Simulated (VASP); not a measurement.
NaCl: single point with PBE

NaCl:

```
Na Cl
1.0
     0.00000    2.80273    2.80273
     2.80273    0.00000    2.80273
     2.80273    2.80273    0.00000
Na Cl
1 1
Direct
  0.00000 0.00000 0.00000
  0.50000 0.50000 0.50000
```

```
Program                : VASP 6.6.1
Task                   : single point
Functional             : PBE
Potentials or basis    : VASP PAW PBE potentials, release 64 (Na_pv, Cl)
Cutoff                 : 500 eV
k mesh                 : 4 × 4 × 4
Occupations            : gaussian, width 0.01 eV
Spin                   : no spin polarisation
Dipole correction      : no
Further INCAR settings : ALGO = Normal; EDIFF = 1e-06; NBANDS = 14
```

```
Pressure               : 1.2 GPa
Band gap on the k mesh : 5.18 eV, direct
```

Levels at points of the mesh, in eV from the valence-band top:
| k point | band 3 | band 4 | band 5 | band 6 | band 7 | band 8 | band 9 | band 10 | band 11 | band 12 |
| --- | --- | --- | --- | --- | --- | --- | --- | --- | --- | --- |
| (0.00, 0.00, 0.00) | -20.79 | -12.70 | 0.00 | 0.00 | 0.00 | 5.18 | 11.14 | 11.14 | 11.14 | 13.32 |
| (0.50, 0.00, 0.00) | -20.79 | -12.34 | -1.98 | -0.27 | -0.27 | 7.30 | 10.78 | 11.02 | 11.02 | 15.11 |
| (0.50, 0.50, 0.00) | -20.80 | -12.30 | -1.71 | -0.61 | -0.61 | 7.59 | 8.06 | 11.45 | 14.94 | 14.94 |

Wall time 9.8 s on 1 thread of Intel Xeon 8259CL, on a shared host, peak memory 0.15 GiB.

Caveat: the k points lie up to 0.49 Å⁻¹ apart. Expect the measured gap to be larger: semilocal functionals such as PBE lack the derivative discontinuity.
